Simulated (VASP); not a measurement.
The system is KZnF3.

```
K Zn F
1.0
     4.04617    0.05968    0.00000
     0.05968    4.04617    0.00000
     0.00000    0.00000    4.04617
K Zn F
1 1 3
Cartesian
  0.0000 0.0000 0.0000
  2.0529 2.0529 2.0231
  2.0529 2.0529 0.0000
  0.0298 2.0231 2.0231
  2.0231 0.0298 2.0231
```

This cell differs from its parent crystal: shear xy strain +3.0%.

Base run:

- Program: VASP 6.6.1
- Functional: r2SCAN
- Potentials or basis: VASP PAW PBE potentials, release 64 (K_sv, Zn, F)
- Cutoff: 520 eV
- k mesh: 6 × 6 × 6
- Occupations: gaussian, width 0.01 eV
- Spin: no spin polarisation

Its results: band gap on the k mesh 4.58 eV, indirect (least direct gap 6.52 eV); pressure 0.3 GPa.

Task: The run is repeated on the same cell with these changes: functional from r2SCAN to PBE; occupations from gaussian, width 0.01 eV to fermi-dirac, width 0.02 eV. What comes out?

Result: Band gap on the k mesh 3.80 eV, indirect (least direct gap 5.61 eV); pressure 5.3 GPa.

Caveats: the PAW data sets were made with another functional, which shifts forces and pressure a little (some runs).

A k mesh can miss the band edges.
